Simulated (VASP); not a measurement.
**Cu: single point with PBEsol**

The system is Cu.

```
CELL_PARAMETERS angstrom
0.00000 1.78140 1.78140
1.78140 0.00000 1.78140
1.78140 1.78140 0.00000
ATOMIC_POSITIONS crystal
Cu 0.00000 0.00000 0.00000
```

```
Program             : VASP 6.6.1
Task                : single point
Functional          : PBEsol
Potentials or basis : VASP PAW PBE potentials, release 64 (Cu)
Cutoff              : 520 eV
k mesh              : 25 × 25 × 25
Occupations         : fermi-dirac, width 0.1 eV
Spin                : no spin polarisation
```

The pressure is 0.8 GPa and the band gap on the k mesh is zero (an odd number of electrons rules out a gap without spin polarisation).

Levels at points of the mesh, in eV from the Fermi level:
```csv
k point,band 3,band 4,band 5,band 6,band 7,band 8,band 9,band 10
"(0.00, 0.00, 0.00)",-3.18,-3.18,-2.29,-2.29,22.92,25.87,25.87,25.87
```

Run time: 69 s on 1 thread of Intel Xeon 8259CL, on a shared host, peak memory 0.17 GiB.

Caveat: the PAW data sets were made with another functional, which shifts forces and pressure a little.
